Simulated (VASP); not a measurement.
## SiC: single point with PBE

Crystal: SiC.

```
Si C
1.0
    -3.07600    0.00000    0.00000
    -1.53800   -2.66389    0.00000
    -1.53785   -0.88788   10.09600
Si C
4 4
Cartesian
  -1.5380 -0.8880 6.6003
  -1.5380 -0.8880 1.5523
  -3.0760 -1.7759 9.1243
  -3.0760 -1.7759 4.0763
  -1.5380 -0.8880 8.5437
  -1.5380 -0.8880 3.4957
  -3.0760 -1.7759 0.9717
  -3.0760 -1.7759 6.0197
```

This cell differs from its parent crystal: the part above a cut slid along it.

| Item | Value |
| --- | --- |
| Program | VASP 6.6.1 |
| Task | single point |
| Functional | PBE |
| Potentials or basis | VASP PAW PBE potentials, release 64 (Si, C) |
| Cutoff | 520 eV |
| k mesh | 10 × 10 × 3 |
| Occupations | gaussian, width 0.05 eV |
| Spin | no spin polarisation |

```yaml
Pressure: 2.0 GPa
Largest_force: 1.073 eV/Å
Band_gap_on_the_k_mesh: 0.31 eV (least direct gap 1.45 eV)
```

Forces on the atoms (eV/Å):
```
Si   0.000  0.000  0.672
Si   0.000  0.000  1.073
Si   0.000  0.000  0.034
Si   0.000  0.000  0.541
C    0.000  0.000 -0.859
C    0.000  0.000 -0.452
C    0.000  0.000 -0.348
C    0.000  0.000 -0.661
```

Stress tensor (GPa, compression positive):
```
0.59 0.00 0.00
0.00 0.60 0.00
0.00 0.00 4.78
```

Levels at points of the mesh, in eV from the valence-band top:
```
           k point  band 13  band 14  band 15  band 16  band 17  band 18  band 19  band 20
(0.00, 0.00, 0.00)    -1.03    -0.63    -0.63     0.00     4.09     4.62     5.42     6.06
(0.50, 0.00, 0.00)    -2.78    -2.22    -2.12    -1.15     0.31     2.65     3.09     3.65
(0.50, 0.50, 0.00)    -2.96    -2.93    -1.77    -1.55     0.61     2.61     3.13     4.27
```

It took 2.3 min on 1 thread of Intel(R) Xeon(R) Platinum 8375C CPU @ 2.90GHz (Ice Lake), on a shared host, peak memory 0.28 GiB.

Caveat: the cell differs from its parent crystal (the part above a cut slid along it); semilocal functionals underestimate gaps, and a narrow one can read as zero; forces of over 1 eV/Å act on the atoms, so gaps and moduli don't describe the material at rest. A k mesh can miss the band edges.
